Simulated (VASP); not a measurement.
# TiC in VASP: further runs

Runs on TiC. Level: PBE. Tasks: single point.

Everything below comes from runs of VASP 6.6.1. Logs are shortened: lines on timing, memory, paths and dates and some standing lists are left out, and cuts for length are marked.

## (1) The cell of the first run

The cell holds a disordered packing, 18 atoms: a = 5.950 Å, b = 5.641 Å, c = 5.900 Å, α = 89.47°, β = 90.90°, γ = 86.68°.

## (2) Single point, PBE

File INCAR:

```
  PREC = Accurate
  ENCUT = 520
  EDIFF = 1E-6
  ISMEAR = -1
  SIGMA = 0.1448
  LREAL = F
  LASPH = T
  NELM = 120
  ALGO = Normal
  ISIF = 2
  LWAVE = F
  LCHARG = T
  GGA = PE
  LELF = T
  LVHAR = T
  NBANDS = 87
  ISYM = 0
  GGA_COMPAT = F
```

File KPOINTS:

```
Automatic mesh
0
Gamma
  1 1 1
  0.25 0.25 0.25
```

File POSCAR:

```
TiC
1.0
    5.9470330000      0.1677040000     -0.0467090000
    0.1677040000      5.6385680000      0.0272880000
   -0.0467090000      0.0272880000      5.8999950000
Ti C
9 9
Direct
    0.5381309664      0.6660374567      0.2113674214
    0.6318458451      0.7231348773      0.6917232952
    0.2174683236      0.1586894221      0.2192756792
    0.7257407916      0.0309939342      0.2592700272
    0.9163316339      0.4162894126      0.4832658721
    0.0444178793      0.6554634445      0.1132637279
    0.3602403078      0.2542522555      0.6707940310
    0.8505884814      0.1331873474      0.8097330118
    0.1636008485      0.7787939894      0.5797279323
    0.2521500404      0.4670887218      0.3409890617
    0.9284753285      0.3287428237      0.0490035025
    0.5427331748      0.9361280783      0.9637441152
    0.4008926884      0.9913905495      0.4391917673
    0.8212046925      0.7355790022      0.3934134131
    0.3326112998      0.8180176600      0.8968980271
    0.7131300065      0.4594192723      0.9824259099
    0.6686343126      0.4123194820      0.7329197510
    0.1215029455      0.3913518296      0.8635871848
```

Potentials or basis: VASP PAW PBE potentials, release 64 (Ti_sv, C).

Command:

```console
cat potpaw_PBE.64/Ti_sv/POTCAR potpaw_PBE.64/C/POTCAR > POTCAR
mpirun -np 1 vasp_std > vasp.out
```

OUTCAR:

```text
PREC = Accurate
   ENCUT = 520
   EDIFF = 1E-6
   ISMEAR = -1
   LREAL = F
   LASPH = T
   NELM = 120
   ISIF = 2
   GGA = PE
   ISYM = 0

 ion  position               nearest neighbor table
   1  0.538  0.666  0.211-  14 2.04  16 2.05  12 2.10  10 2.23  15 2.33  13 2.40   4 2.41   2 2.90

   2  0.632  0.723  0.692-  17 1.77  12 2.07  14 2.11  15 2.21  16 2.29  13 2.46   5 2.67   8 2.81
                             9 2.85   1 2.90
   3  0.217  0.159  0.219-  13 1.89  10 1.91  11 2.15   5 2.75   7 2.85
   4  0.726  0.031  0.259-  14 1.89  12 2.13  13 2.24   1 2.41  11 2.46   8 2.83   5 2.84   6 2.91

   5  0.916  0.416  0.483-  14 1.92  17 2.10  10 2.21   8 2.54   9 2.65   2 2.67   6 2.70   3 2.75
                             4 2.84
   6  0.044  0.655  0.113-  11 2.04  10 2.06  18 2.14  14 2.17  15 2.37  16 2.43   5 2.70   4 2.91

   7  0.360  0.254  0.671-  18 1.96  13 2.03  17 2.11  10 2.34   3 2.85
   8  0.851  0.133  0.810-  11 1.87  17 1.91  16 2.23  18 2.25  12 2.38   5 2.54   2 2.81   4 2.83

   9  0.164  0.779  0.580-  13 2.08  15 2.13  10 2.31  14 2.33   5 2.65   2 2.85
  10  0.252  0.467  0.341-   3 1.91   6 2.06   5 2.21   1 2.23   9 2.31   7 2.34
  11  0.928  0.329  0.049-  16 1.49  18 1.65   8 1.87   6 2.04   3 2.15   4 2.46
  12  0.543  0.936  0.964-  15 1.50   2 2.07   1 2.10   4 2.13   8 2.38
  13  0.401  0.991  0.439-   3 1.89   7 2.03   9 2.08   4 2.24   1 2.40   2 2.46
  14  0.821  0.736  0.393-   4 1.89   5 1.92   1 2.04   2 2.11   6 2.17   9 2.33
  15  0.333  0.818  0.897-  12 1.50   9 2.13   2 2.21   1 2.33   6 2.37
  16  0.713  0.459  0.982-  11 1.49  17 1.52   1 2.05   8 2.23   2 2.29   6 2.43
  17  0.669  0.412  0.733-  16 1.52   2 1.77   8 1.91   5 2.10   7 2.11
  18  0.122  0.391  0.864-  11 1.65   7 1.96   6 2.14   8 2.25

IMPORTANT INFORMATION: All symmetrisations will be switched off!
NOSYMM: (Re-)initialisation of all symmetry stuff for point group C_1.

----------------------------------------------------------------------------------------

                                     Primitive cell

  volume of cell :     197.6600

  direct lattice vectors                    reciprocal lattice vectors
     5.947033000  0.167704000 -0.046709000     0.168303068 -0.005012281  0.001355602
     0.167704000  5.638568000  0.027288000    -0.005012281  0.177503236 -0.000860649
    -0.046709000  0.027288000  5.899995000     0.001355602 -0.000860649  0.169506382

  length of vectors
     5.949580478  5.641127401  5.900242992     0.168383144  0.177576075  0.169513987

  position of ions in fractional coordinates (direct lattice)
     0.538130966  0.666037457  0.211367421
     0.631845845  0.723134877  0.691723295
     0.217468324  0.158689422  0.219275679
     0.725740792  0.030993934  0.259270027
     0.916331634  0.416289413  0.483265872
     0.044417879  0.655463445  0.113263728
[... 10 lines left out ...]
     0.668634313  0.412319482  0.732919751
     0.121502945  0.391351830  0.863587185

  ion indices of the primitive-cell ions
   primitive index   ion index
                 1           1
                 2           2
                 3           3
                 4           4
                 5           5
                 6           6
[... 10 lines left out ...]
                17          17
                18          18

----------------------------------------------------------------------------------------

 KPOINTS: Automatic mesh

Automatic generation of k-mesh.
 Grid dimensions read from file:
 generate k-points for:    1    1    1

 Generating k-lattice:

  Cartesian coordinates                     Fractional coordinates (reciprocal lattice)
     0.168303068 -0.005012281  0.001355602     1.000000000 -0.000000000  0.000000000
    -0.005012281  0.177503236 -0.000860649    -0.000000000  1.000000000  0.000000000
     0.001355602 -0.000860649  0.169506382     0.000000000 -0.000000000  1.000000000

  Length of vectors
     0.168383144  0.177576075  0.169513987

  Shift w.r.t. Gamma in fractional coordinates (k-lattice)
     0.250000000  0.250000000  0.250000000

 Subroutine IBZKPT returns following result:
 ===========================================

 Found      1 irreducible k-points:

 Following reciprocal coordinates:
            Coordinates               Weight
  0.250000  0.250000  0.250000      2.000000
   k-points           NKPTS =      1   k-points in BZ     NKDIM =      1   number of bands    NBANDS=     87
   number of dos      NEDOS =    301   number of ions     NIONS =     18
   total plane-waves  NPLWV =  96768
   dimension x,y,z NGX =    48 NGY =   42 NGZ =   48
   dimension x,y,z NGXF=    96 NGYF=   84 NGZF=   96
   ions per type =               9   9
   NGX,Y,Z   is equivalent  to a cutoff of  13.41, 12.38, 13.52 a.u.
   NGXF,Y,Z  is equivalent  to a cutoff of  26.82, 24.76, 27.05 a.u.
 SYSTEM =  unknown system
   PREC   = accura    normal or accurate (medium, high low for compatibility)
   ISTART =      0    job   : 0-new  1-cont  2-samecut
   ICHARG =      2    charge: 1-file 2-atom 10-const
   ISPIN  =      1    spin polarized calculation?
   LNONCOLLINEAR =      F non collinear calculations
   LSORBIT =      F    spin-orbit coupling
   LASPH  =      T    aspherical Exc in radial PAW
   ENCUT  =  520.0 eV  38.22 Ry    6.18 a.u.  11.06 10.49 10.97*2*pi/ulx,y,z
   NELM   =    120;   NELMIN=  2; NELMDL= -5     # of ELM steps
   EDIFF  = 0.1E-05   stopping-criterion for ELM
   LREAL  =      F    real-space projection
   EDIFFG = 0.1E-04   stopping-criterion for IOM
   NSW    =      0    number of steps for IOM
   IBRION =     -1    ionic relax: 0-MD 1-quasi-New 2-CG
   NFREE  =      0    steps in history (QN), initial steepest desc. (CG)
   ISIF   =      2    stress and relaxation
   ISYM   =      0    0-nonsym 1-usesym 2-fastsym
   POTIM  = 0.5000    time-step for ionic-motion
   TEBEG  =    0.0;   TEEND  =   0.0 temperature during run
   PSTRESS=    0.0 pullay stress
   NELECT =     144.0000    total number of electrons
   NUPDOWN=      -1.0000    fix difference up-down
   EMIN   =  10.00;   EMAX   =-10.00  energy-range for DOS
   EFERMI =   0.00;   METHOD = LEGACY
   ISMEAR =    -1;   SIGMA  =   0.14  broadening in eV -4-tet -1-fermi 0-gaus
   EFERMI_NEDOS =   21; number of points for ismear=-14 and -15
   IALGO  =     38    algorithm
   IMIX   =      4    mixing-type and parameters
     AMIX     =   0.40;   BMIX     =  1.00
     AMIX_MAG =   1.60;   BMIX_MAG =  1.00
  volume/ion in A,a.u.               =      10.98        74.10
  Fermi-wavevector in a.u.,A,eV,Ry     =   1.473068  2.783695 29.523676  2.169929
  Thomas-Fermi vector in A             =   2.588006
   LORBIT       =      0    0 simple, 1 ext, 2 COOP (PROOUT), +10 PAW based schemes
   GGA     = PE    functional components
   LHFCALC =     F    Hartree Fock is set to
   AEXX    =    0.0000 exact exchange contribution
   IVDW    =     0    specifies the selected vdW correction
   LEPSILON=     F    determine dielectric tensor
   LRPA    =     F    only Hartree local field effects (RPA)
 non-spin polarized calculation
  energy-cutoff  :      520.00
  volume of cell :      197.66
 maximum number of plane-waves:      5313
 NGX is ok and might be reduce to    48
   NGX = 23   NGY = 21   NGZ = 21

 number of electron     144.0000008 magnetization

 Free energy of the ion-electron system (eV)
  ---------------------------------------------------
  ext. energy  EPLUGINS =         0.00000000
  ---------------------------------------------------
  free energy    TOTEN  =      -153.72296717 eV

  energy without entropy =     -153.08200195  energy(sigma->0) =     -153.40248456

 E-fermi :   8.8110     XC(G=0): -12.1068

 val. band max:        8.5959856290   @ k =   0.2500   0.2500   0.2500
 cond. band min:       8.8737969293   @ k =   0.2500   0.2500   0.2500
 fundamental gap:      0.2778113003
 Fermi energy:         8.8109511518

 k-point     1 :       0.2500    0.2500    0.2500
  band No.  band energies     occupation
      1     -48.1352      2.00000
      2     -47.9019      2.00000
      3     -47.8661      2.00000
      4     -47.8352      2.00000
      5     -47.7412      2.00000
      6     -47.6910      2.00000
[... 76 lines left out ...]
     83      10.9075      0.00000
     84      10.9322      0.00000
 [bands above 84 left out]

------------------------ aborting loop because EDIFF is reached ----------------------------------------

  FORCE on cell =-STRESS in cart. coord.  units (eV):
  Direction    XX          YY          ZZ          XY          YZ          ZX
  --------------------------------------------------------------------------------------
  -------------------------------------------------------------------------------------
  Total        7.4781505     38.5153370      7.6642936     -3.3727977      8.6586207      3.2626170
  in kB       60.6158321    312.1947331     62.1246567    -27.3389707     70.1843987     26.4458762
  external PRESSURE =     144.9784073 kB  Pullay stress =       0.0000000 kB

 VOLUME and BASIS-vectors are now :
 -----------------------------------------------------------------------------
  energy-cutoff  :      520.00
  volume of cell :      197.66
      direct lattice vectors                 reciprocal lattice vectors
     5.947033000  0.167704000 -0.046709000     0.168303068 -0.005012281  0.001355602
     0.167704000  5.638568000  0.027288000    -0.005012281  0.177503236 -0.000860649
    -0.046709000  0.027288000  5.899995000     0.001355602 -0.000860649  0.169506382

 POSITION                                       TOTAL-FORCE (eV/Angst)
 -----------------------------------------------------------------------------------
      3.30211      3.85151      1.24011        -3.425356     -1.204609     -0.485173
      3.84657      4.20228      4.07138        -1.048353      5.247291     -0.842706
      1.30966      0.93723      1.28790         0.628691     -0.688602     -3.670838
      4.30909      0.30355      1.49664        -0.424990      4.471965      0.074889
      5.49669      2.51414      2.81983         1.141677     -2.787758     -0.178660
      0.36879      3.70641      0.68407         1.609502      1.606503     -1.697367
[... 10 lines left out ...]
      4.01130      2.45702      4.30424        -0.412350     -3.135346      0.094754
      0.74788      2.25061      5.10016        -2.298459     -1.081348      0.972831
 -----------------------------------------------------------------------------------
    total drift:                               -0.000678      0.000177     -0.000899

  FREE ENERGIE OF THE ION-ELECTRON SYSTEM (eV)
  ---------------------------------------------------
  free  energy   TOTEN  =      -153.7229671723 eV

  energy  without entropy=     -153.0820019529  energy(sigma->0) =     -153.40248456
```

It took 96 s on 1 thread of AMD EPYC 7R43 (Zen 3), shared host; peak memory 0.24 GiB.

Results:

| Quantity | Value |
| --- | --- |
| Free energy | -153.7230 eV |
| Pressure | 14.5 GPa |
| Largest force | 5.417 eV/Å |

Forces on the atoms (eV/Å):
```
Ti  -3.425 -1.205 -0.485
Ti  -1.048  5.247 -0.843
Ti   0.629 -0.689 -3.671
Ti  -0.425  4.472  0.075
Ti   1.142 -2.788 -0.179
Ti   1.610  1.607 -1.697
Ti   1.141 -0.348 -0.131
Ti  -0.522 -4.026 -0.789
Ti  -0.174  0.173 -0.275
C    0.709  1.669  2.464
C    0.703  1.546  1.438
C   -0.866  2.130  0.176
C    1.425 -2.818  0.854
C    1.400 -0.193  0.554
C    0.166  1.089  1.530
C    0.249 -1.651 -0.088
C   -0.412 -3.135  0.095
C   -2.298 -1.081  0.973
```

Levels at points of the mesh, in eV from the Fermi level:
```
           k point  band 68  band 69  band 70  band 71  band 72  band 73  band 74  band 75  band 76  band 77
(0.25, 0.25, 0.25)    -0.78    -0.65    -0.31    -0.27    -0.21     0.06     0.50     0.62     0.82     1.20
```

Caveat: the k points lie up to 1.12 Å⁻¹ apart, too coarse for converged energies, forces and pressures; the atoms stand as in a frame of molecular dynamics.

## (3) Single point, PBE

File INCAR:

```
SYSTEM = TiC
ALGO     = Normal         ! electronic algorithm
EDIFF    = 1E-6           ! SCF threshold, eV
ENCUT    = 520            ! plane-wave cutoff, eV
GGA      = PE             ! functional
GGA_COMPAT= .False.      
ISIF     = 2              ! what is computed and relaxed
ISMEAR   = -1             ! smearing method
ISYM     = 0            
LASPH    = .True.         ! aspherical terms in the spheres
LCHARG   = .False.        ! write CHGCAR
LREAL    = .False.        ! projectors in reciprocal space
LWAVE    = .False.        ! write WAVECAR
NBANDS   = 87             ! bands
NELM     = 120            ! most SCF steps
PREC     = Accurate       ! precision mode
SIGMA    = 0.1448         ! smearing width, eV
```

KPOINTS is that of step 2.

File POSCAR:

```
TiC
1.0
    5.9470330000      0.1677040000     -0.0467090000
    0.1677040000      5.6385680000      0.0272880000
   -0.0467090000      0.0272880000      5.8999950000
Ti C
9 9
Direct
    0.5638262287      0.6222788367      0.2144734045
    0.6077981280      0.6760028844      0.6687771559
    0.2734513193      0.1162171827      0.1578947615
    0.7883815133      0.0154268327      0.2923637299
    0.9757716913      0.3822074374      0.5163280042
    0.1068644807      0.6015959430      0.1231591184
    0.4071802103      0.1747538894      0.6860363943
    0.9090208099     -0.0038828883      0.8316294182
    0.1797242410      0.7379037133      0.5483824686
    0.3309180125      0.4093614262      0.3765203521
    0.9696169586      0.2490739897      0.0394946280
    0.5716985471      0.9552439111      0.9228275230
    0.4551112296      0.9229168224      0.4356407482
    0.8340102813      0.6715599921      0.3950622428
    0.3737302861      0.7846245738      0.9328614232
    0.7431716768      0.3973988172      0.9788875392
    0.7135020061      0.3297592950      0.7430244421
    0.1291206285      0.2764145429      0.8333610953
```

Potentials or basis: VASP PAW PBE potentials, release 64 (Ti_sv, C).

Command:

```console
cat potpaw_PBE.64/Ti_sv/POTCAR potpaw_PBE.64/C/POTCAR > POTCAR
mpirun -np 1 vasp_std > vasp.out
```

Run time: 95 s. Hardware: 1 thread of AMD EPYC 7R43 (Zen 3), shared host; peak memory 0.24 GiB.

The run converged. Its results:

```yaml
Free_energy: -154.4641 eV
Pressure: 6.8 GPa
Largest_force: 4.632 eV/Å
```

Forces in eV/Å, atoms in the order of the input:
```
Ti  -1.620 -0.164 -2.126
Ti   0.926 -0.755  1.175
Ti   2.533 -1.870  1.395
Ti  -1.130  0.375 -0.231
Ti  -0.247 -3.773  0.121
Ti  -1.105  0.304 -2.254
Ti   1.888  0.454 -2.117
Ti  -1.449 -0.895 -1.694
Ti   0.726  1.428  0.028
C   -1.094  1.030  0.039
C   -0.863  4.368  1.278
C   -1.471 -2.363  3.065
C   -0.608 -0.531 -0.874
C    3.154  1.616 -0.100
C   -0.444  1.165 -0.665
C    2.099 -1.698 -0.310
C   -0.301  0.697  0.131
C   -0.996  0.614  3.138
```

Stress tensor (GPa, compression positive):
```
 3.80  1.35  6.36
 1.35 13.17  3.99
 6.36  3.99  3.35
```

Levels at points of the mesh, in eV from the Fermi level:
```csv
k point,band 69,band 70,band 71,band 72,band 73,band 74,band 75,band 76
"(0.25, 0.25, 0.25)",-0.71,-0.39,-0.21,-0.11,0.05,0.30,0.45,0.64
```

Caveat: the k points lie up to 1.12 Å⁻¹ apart, too coarse for converged energies, forces and pressures; the atoms stand as in a frame of molecular dynamics.

## (4) Single point, PBE

File INCAR:

```
PREC     = Accurate       # precision mode
ENCUT    = 520            # plane-wave cutoff, eV
EDIFF    = 1E-6           # SCF threshold, eV
ISMEAR   = -1             # smearing method
SIGMA    = 0.05           # smearing width, eV
LREAL    = F              # projectors in reciprocal space
LASPH    = T              # aspherical terms in the spheres
NELM     = 120            # most SCF steps
ALGO     = Normal         # electronic algorithm
ISIF     = 2              # what is computed and relaxed
LWAVE    = F              # write WAVECAR
LCHARG   = F              # write CHGCAR
GGA      = PE             # functional
NBANDS   = 87             # bands
ISYM     = 0            
GGA_COMPAT= F
```

KPOINTS is that of step 3.

File POSCAR:

```
TiC
1.0
    5.9470330000      0.1677040000     -0.0467090000
    0.1677040000      5.6385680000      0.0272880000
   -0.0467090000      0.0272880000      5.8999950000
Ti C
9 9
Direct
    0.5551502313      0.6223837829      0.2001540516
    0.6546756330      0.6764729626      0.6815991624
    0.3007937898      0.1117256881      0.1934838939
    0.7457301277      0.0113441011      0.2680881510
    0.9746456087      0.3485564416      0.4739752006
    0.0830649328      0.6372066007      0.0754885023
    0.4111692516      0.1622649100      0.6905431987
    0.9002720159      1.0185420346      0.8344422039
    0.2005384938      0.7266065040      0.5608952744
    0.3384450230      0.3988321284      0.3809857631
    0.9838923756      0.2860553792      0.0808635854
    0.5605836505      0.9160510215      0.9485086176
    0.4715192269      0.8974605884      0.4411383886
    0.8712688486      0.6711579939      0.3926539831
    0.3598672811      0.7944589068      0.9051688766
    0.7353329077      0.3375682002      0.9868249217
    0.7342395694      0.3234102161      0.7305259374
    0.1312343756      0.3097942615      0.8929734958
```

Command:

```console
cat potpaw_PBE.64/Ti_sv/POTCAR potpaw_PBE.64/C/POTCAR > POTCAR
mpirun -np 1 vasp_std > vasp.out
```

It took 77 s on 1 thread of AMD EPYC 7R43 (Zen 3), shared host; peak memory 0.23 GiB.

The run converged. Its results:

| Property | Result |
| --- | --- |
| Free energy | -156.8868 eV |
| Pressure | 1.9 GPa |
| Largest force | 2.706 eV/Å |

Forces in eV/Å, atoms in the order of the input:
```
Ti  -0.277 -1.774  0.126
Ti   0.110 -0.948 -0.342
Ti  -0.138 -0.530 -0.814
Ti   1.970  0.345  0.162
Ti   0.242 -0.883  0.826
Ti   0.334 -0.341  0.857
Ti  -0.036  0.820  0.135
Ti   0.516  0.575 -0.321
Ti  -0.335 -0.135 -0.470
C   -0.879  1.234  0.515
C   -2.697 -0.206  0.046
C    0.890  0.475  0.859
C   -0.946  0.258 -0.268
C    0.382  1.294 -1.187
C   -1.117 -0.352  0.109
C    0.734  0.818  0.410
C   -0.723 -0.045  0.625
C    1.968 -0.605 -1.269
```

Stress tensor (GPa, compression positive):
```
-1.00  4.19  1.09
 4.19 11.83  4.06
 1.09  4.06 -5.04
```

Levels at points of the mesh, in eV from the Fermi level:
```csv
k point,band 68,band 69,band 70,band 71,band 72,band 73,band 74,band 75,band 76,band 77
"(0.25, 0.25, 0.25)",-0.77,-0.71,-0.42,-0.31,-0.13,0.13,0.51,0.72,0.85,1.14
```

Caveat: the k points lie up to 1.12 Å⁻¹ apart, too coarse for converged energies, forces and pressures; the atoms stand as in a frame of molecular dynamics.

## (5) Overview

```tsv
cell	smearing	pressure (GPa)	largest force (eV/Å)
as given, atomic positions A	fermi-dirac 0.1448 eV	14.5	5.42
as given, atomic positions B	fermi-dirac 0.1448 eV	6.8	4.63
as given, atomic positions C	fermi-dirac 0.05 eV	1.9	2.71
```

Alike in all rows: task single point; level PBE; potentials or basis VASP PAW PBE potentials, release 64 (Ti_sv, C); no spin polarisation; k mesh 1 × 1 × 1, shifted; cutoff (eV) 520.

Caveats: all runs use coarse meshes; the atoms stand as in a frame of molecular dynamics.

Total energies depend on the potentials used, so only differences within one code and one set of settings carry meaning.
